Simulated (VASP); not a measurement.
# GaSb (F-43m) in VASP: single point with PBE

Aim: the single point of GaSb with PBE.

All numbers are computed with VASP 6.6.1; they aren't measurements. Logs are shortened: lines on timing, memory, paths and dates and some standing lists are left out, and cuts for length are marked.

## 1. The cell of the first run

Symmetry: F-43m, No. 216, cubic system. The conventional cell has a = 5.964 Å, b = 5.964 Å, c = 5.964 Å, α = 90.00°, β = 90.00°, γ = 90.00°. Within 3.4 Å of Ga (site symmetry -43m) lie 4 Sb at 2.58 Å. Within 3.4 Å of Sb (site symmetry -43m) lie 4 Ga at 2.58 Å.

## 2. Single point, PBE (strain -2.7%)

File INCAR:

```
SYSTEM = GaSb
ALGO = Normal ; EDIFF = 1E-6
ENCUT = 520 ; GGA = PE
ISIF = 2 ; ISMEAR = -1
LASPH = .True. ; LCHARG = .True.
LELF = .True. ; LREAL = .False.
LVHAR = .True. ; LWAVE = .False.
NBANDS = 16 ; NELM = 100
PREC = Accurate ; SIGMA = 0.02
```

File KPOINTS:

```
k-points
0
Gamma
  8 8 8
  0 0 0
```

File POSCAR:

```
GaSb
1.0
    0.0000000000      2.9818737211      2.9818737211
    2.9818737211      0.0000000000      2.9818737211
    2.9818737211      2.9818737211      0.0000000000
Ga Sb
1 1
Direct
    0.0000000000      0.0000000000      0.0000000000
    0.2500000000      0.2500000000      0.2500000000
```

Potentials or basis: VASP PAW PBE potentials, release 64 (Ga_d, Sb).

Launch:

```bash
$ cat potpaw_PBE.64/Ga_d/POTCAR potpaw_PBE.64/Sb/POTCAR > POTCAR
$ mpirun -np 1 vasp_std > vasp.out
```

OUTCAR:

```text
SYSTEM = GaSb
   EDIFF = 1E-6
   ENCUT = 520
   GGA = PE
   ISIF = 2
   ISMEAR = -1
   LASPH = .True.
   LREAL = .False.
   NELM = 100
   PREC = Accurate

 ion  position               nearest neighbor table
   1  0.000  0.000  0.000-   2 2.58   2 2.58   2 2.58   2 2.58
   2  0.250  0.250  0.250-   1 2.58   1 2.58   1 2.58   1 2.58

  LATTYP: Found a face centered cubic cell.
 ALAT       =     5.9637474422

  Lattice vectors:

 A1 = (   0.0000000000,   2.9818737211,   2.9818737211)
 A2 = (   2.9818737211,   0.0000000000,   2.9818737211)
 A3 = (   2.9818737211,   2.9818737211,   0.0000000000)

Analysis of symmetry for initial positions (statically):
=====================================================================
 Subroutine PRICEL returns:
 Original cell was already a primitive cell.

 Routine SETGRP: Setting up the symmetry group for a
 face centered cubic supercell.

 Subroutine GETGRP returns: Found 24 space group operations
 (whereof 24 operations were pure point group operations)
 out of a pool of 48 trial point group operations.

The static configuration has the point symmetry T_d .

Analysis of symmetry for dynamics (positions and initial velocities):
=====================================================================
 Subroutine PRICEL returns:
 Original cell was already a primitive cell.

 Routine SETGRP: Setting up the symmetry group for a
 face centered cubic supercell.

 Subroutine GETGRP returns: Found 24 space group operations
 (whereof 24 operations were pure point group operations)
 out of a pool of 48 trial point group operations.

The dynamic configuration has the point symmetry T_d .

 Subroutine INISYM returns: Found 24 space group operations
 (whereof 24 operations are pure point group operations),
 and found     1 'primitive' translations

----------------------------------------------------------------------------------------

                                     Primitive cell

  volume of cell :      53.0271

  direct lattice vectors                    reciprocal lattice vectors
     0.000000000  2.981873721  2.981873721    -0.167679804  0.167679804  0.167679804
     2.981873721  0.000000000  2.981873721     0.167679804 -0.167679804  0.167679804
     2.981873721  2.981873721  0.000000000     0.167679804  0.167679804 -0.167679804

  length of vectors
     4.217006258  4.217006258  4.217006258     0.290429939  0.290429939  0.290429939

  position of ions in fractional coordinates (direct lattice)
     0.000000000  0.000000000  0.000000000
     0.250000000  0.250000000  0.250000000

  ion indices of the primitive-cell ions
   primitive index   ion index
                 1           1
                 2           2

----------------------------------------------------------------------------------------

 KPOINTS: k-points

Automatic generation of k-mesh.
 Grid dimensions read from file:
 generate k-points for:    8    8    8

 Generating k-lattice:

  Cartesian coordinates                     Fractional coordinates (reciprocal lattice)
    -0.020959975  0.020959975  0.020959975     0.125000000  0.000000000  0.000000000
     0.020959975 -0.020959975  0.020959975     0.000000000  0.125000000  0.000000000
     0.020959975  0.020959975 -0.020959975     0.000000000  0.000000000  0.125000000

  Length of vectors
     0.036303742  0.036303742  0.036303742

  Shift w.r.t. Gamma in fractional coordinates (k-lattice)
     0.000000000  0.000000000  0.000000000

 Subroutine IBZKPT returns following result:
 ===========================================

 Found     29 irreducible k-points:

 Following reciprocal coordinates:
            Coordinates               Weight
  0.000000  0.000000  0.000000      1.000000
  0.125000  0.000000  0.000000      8.000000
  0.250000  0.000000  0.000000      8.000000
  0.375000  0.000000  0.000000      8.000000
  0.500000  0.000000  0.000000      4.000000
  0.125000  0.125000  0.000000      6.000000
[... 16 lines left out ...]
  0.500000  0.250000  0.125000     48.000000
 -0.375000  0.250000  0.125000     24.000000
 [... further k-points ...]
   k-points           NKPTS =     29   k-points in BZ     NKDIM =     29   number of bands    NBANDS=     16
   number of dos      NEDOS =    301   number of ions     NIONS =      2
   total plane-waves  NPLWV =  32768
   dimension x,y,z NGX =    32 NGY =   32 NGZ =   32
   dimension x,y,z NGXF=    64 NGYF=   64 NGZF=   64
   ions per type =               1   1
   NGX,Y,Z   is equivalent  to a cutoff of  12.62, 12.62, 12.62 a.u.
   NGXF,Y,Z  is equivalent  to a cutoff of  25.23, 25.23, 25.23 a.u.
 SYSTEM =  GaSb
   PREC   = accura    normal or accurate (medium, high low for compatibility)
   ISTART =      0    job   : 0-new  1-cont  2-samecut
   ICHARG =      2    charge: 1-file 2-atom 10-const
   ISPIN  =      1    spin polarized calculation?
   LNONCOLLINEAR =      F non collinear calculations
   LSORBIT =      F    spin-orbit coupling
   LASPH  =      T    aspherical Exc in radial PAW
   ENCUT  =  520.0 eV  38.22 Ry    6.18 a.u.   7.84  7.84  7.84*2*pi/ulx,y,z
   NELM   =    100;   NELMIN=  2; NELMDL= -5     # of ELM steps
   EDIFF  = 0.1E-05   stopping-criterion for ELM
   LREAL  =      F    real-space projection
   EDIFFG = 0.1E-04   stopping-criterion for IOM
   NSW    =      0    number of steps for IOM
   IBRION =     -1    ionic relax: 0-MD 1-quasi-New 2-CG
   NFREE  =      0    steps in history (QN), initial steepest desc. (CG)
   ISIF   =      2    stress and relaxation
   ISYM   =      2    0-nonsym 1-usesym 2-fastsym
   POTIM  = 0.5000    time-step for ionic-motion
   TEBEG  =    0.0;   TEEND  =   0.0 temperature during run
   PSTRESS=    0.0 pullay stress
   NELECT =      18.0000    total number of electrons
   NUPDOWN=      -1.0000    fix difference up-down
   EMIN   =  10.00;   EMAX   =-10.00  energy-range for DOS
   EFERMI =   0.00;   METHOD = LEGACY
   ISMEAR =    -1;   SIGMA  =   0.02  broadening in eV -4-tet -1-fermi 0-gaus
   EFERMI_NEDOS =   21; number of points for ismear=-14 and -15
   IALGO  =     38    algorithm
   IMIX   =      4    mixing-type and parameters
     AMIX     =   0.40;   BMIX     =  1.00
     AMIX_MAG =   1.60;   BMIX_MAG =  1.00
  volume/ion in A,a.u.               =      26.51       178.92
  Fermi-wavevector in a.u.,A,eV,Ry     =   1.142001  2.158069 17.744254  1.304166
  Thomas-Fermi vector in A             =   2.278700
   LORBIT       =      0    0 simple, 1 ext, 2 COOP (PROOUT), +10 PAW based schemes
   GGA     = PE    functional components
   LHFCALC =     F    Hartree Fock is set to
   AEXX    =    0.0000 exact exchange contribution
   IVDW    =     0    specifies the selected vdW correction
   LEPSILON=     F    determine dielectric tensor
   LRPA    =     F    only Hartree local field effects (RPA)
 non-spin polarized calculation
  energy-cutoff  :      520.00
  volume of cell :       53.03
 maximum number of plane-waves:      1458
   NGX = 15   NGY = 15   NGZ = 15

 number of electron      18.0000014 magnetization

 Free energy of the ion-electron system (eV)
  ---------------------------------------------------
  ext. energy  EPLUGINS =         0.00000000
  ---------------------------------------------------
  free energy    TOTEN  =        -7.22065143 eV

  energy without entropy =       -7.22065142  energy(sigma->0) =       -7.22065142

 E-fermi :   5.9711     XC(G=0):  -9.4278

 val. band max:        5.6902354230   @ k =   0.0000   0.0000   0.0000
 cond. band min:       6.2591142060   @ k =   0.5000   0.0000   0.0000
 fundamental gap:      0.5688787830
 Fermi energy:         5.9711218737

 k-point     1 :       0.0000    0.0000    0.0000
  band No.  band energies     occupation
      1      -9.5177      2.00000
      2      -9.5177      2.00000
      3      -9.5177      2.00000
      4      -9.4550      2.00000
      5      -9.4550      2.00000
      6      -6.3476      2.00000
[... 8 lines left out ...]
     15      14.4265      0.00000
     16      14.4265      0.00000

 k-point     2 :       0.1250    0.0000    0.0000
  band No.  band energies     occupation
      1      -9.5235      2.00000
      2      -9.5153      2.00000
      3      -9.5153      2.00000
      4      -9.4553      2.00000
      5      -9.4553      2.00000
      6      -6.1718      2.00000
[... 8 lines left out ...]
     15      13.5399      0.00000
     16      13.5399      0.00000

 k-point     3 :       0.2500    0.0000    0.0000
  band No.  band energies     occupation
      1      -9.5372      2.00000
      2      -9.5100      2.00000
      3      -9.5100      2.00000
      4      -9.4556      2.00000
      5      -9.4556      2.00000
      6      -5.6685      2.00000
[... 8 lines left out ...]
     15      13.3276      0.00000
     16      13.3276      0.00000

 k-point     4 :       0.3750    0.0000    0.0000
  band No.  band energies     occupation
      1      -9.5504      2.00000
      2      -9.5054      2.00000
      3      -9.5054      2.00000
      4      -9.4552      2.00000
      5      -9.4552      2.00000
      6      -4.9577      2.00000
[... 8 lines left out ...]
     15      14.3788      0.00000
     16      14.3788      0.00000

 k-point     5 :       0.5000    0.0000    0.0000
  band No.  band energies     occupation
      1      -9.5557      2.00000
      2      -9.5037      2.00000
      3      -9.5037      2.00000
      4      -9.4548      2.00000
      5      -9.4548      2.00000
      6      -4.5179      2.00000
[... 8 lines left out ...]
     15      15.8421      0.00000
     16      15.8421      0.00000

 k-point     6 :       0.1250    0.1250    0.0000
  band No.  band energies     occupation
      1      -9.5278      2.00000
      2      -9.5131      2.00000
      3      -9.5131      2.00000
      4      -9.4568      2.00000
      5      -9.4543      2.00000
      6      -6.1126      2.00000
[... 8 lines left out ...]
     15      12.7319      0.00000
     16      14.6317      0.00000
[... 267 lines left out ...]
 k-point    21 :       0.5000    0.5000    0.0000
  band No.  band energies     occupation
      1      -9.5771      2.00000
      2      -9.4851      2.00000
      3      -9.4851      2.00000
      4      -9.4719      2.00000
      5      -9.4501      2.00000
      6      -3.5700      2.00000
[... 8 lines left out ...]
     15      17.1118      0.00000
     16      17.2886      0.00000

 k-point    22 :       0.3750    0.2500    0.1250
  band No.  band energies     occupation
      1      -9.5499      2.00000
      2      -9.5037      2.00000
      3      -9.5019      2.00000
      4      -9.4606      2.00000
      5      -9.4534      2.00000
      6      -5.2289      2.00000
[... 8 lines left out ...]
     15      15.0120      0.00000
     16      15.2749      0.00000

 k-point    23 :       0.5000    0.2500    0.1250
  band No.  band energies     occupation
      1      -9.5586      2.00000
      2      -9.5005      2.00000
      3      -9.4975      2.00000
      4      -9.4604      2.00000
      5      -9.4541      2.00000
      6      -4.5440      2.00000
[... 8 lines left out ...]
     15      14.6998      0.00000
     16      16.0940      0.00000

 k-point    24 :      -0.3750    0.2500    0.1250
  band No.  band energies     occupation
      1      -9.5619      2.00000
      2      -9.4997      2.00000
      3      -9.4958      2.00000
      4      -9.4593      2.00000
      5      -9.4551      2.00000
      6      -4.1210      2.00000
[... 8 lines left out ...]
     15      15.4733      0.00000
     16      16.1879      0.00000

 [... further k-points ...]
[... 5 lines left out ...]
  --------------------------------------------------------------------------------------
  -------------------------------------------------------------------------------------
  Total        2.4734913      2.4734913      2.4734913     -0.0000000      0.0000000      0.0000000
  in kB       74.7348618     74.7348618     74.7348618     -0.0000000      0.0000000      0.0000000
  external PRESSURE =      74.7348618 kB  Pullay stress =       0.0000000 kB

 VOLUME and BASIS-vectors are now :
 -----------------------------------------------------------------------------
  energy-cutoff  :      520.00
  volume of cell :       53.03
      direct lattice vectors                 reciprocal lattice vectors
     0.000000000  2.981873721  2.981873721    -0.167679804  0.167679804  0.167679804
     2.981873721  0.000000000  2.981873721     0.167679804 -0.167679804  0.167679804
     2.981873721  2.981873721  0.000000000     0.167679804  0.167679804 -0.167679804

 POSITION                                       TOTAL-FORCE (eV/Angst)
 -----------------------------------------------------------------------------------
      0.00000      0.00000      0.00000         0.000000     -0.000000      0.000000
      1.49094      1.49094      1.49094        -0.000000      0.000000     -0.000000
 -----------------------------------------------------------------------------------
    total drift:                                0.000002      0.000002      0.000002

  FREE ENERGIE OF THE ION-ELECTRON SYSTEM (eV)
  ---------------------------------------------------
  free  energy   TOTEN  =        -7.2206514259 eV

  energy  without entropy=       -7.2206514202  energy(sigma->0) =       -7.22065142
```

It took 12 s on 1 thread of Intel Xeon 6975P-C (Granite Rapids), shared host; peak memory 0.18 GiB.

Results:

* Free energy: -7.2207 eV
* Pressure: 7.5 GPa
* Band gap on the k mesh: 0.57 eV, indirect (least direct gap 0.60 eV)

Levels at points of the mesh, in eV from the valence-band top:
```csv
k point,band 6,band 7,band 8,band 9,band 10,band 11,band 12,band 13
"(0.00, 0.00, 0.00)",-12.04,0.00,0.00,0.00,0.60,2.75,2.75,2.75
"(0.50, 0.00, 0.00)",-10.21,-6.77,-1.28,-1.28,0.57,3.74,3.74,6.40
"(0.50, 0.50, 0.00)",-9.26,-7.18,-2.86,-2.86,0.81,1.10,9.19,9.19
```

Caveat: the cell differs from its parent crystal (strain -2.7%); spin-orbit coupling is left out, which moves the levels of the heavy elements.
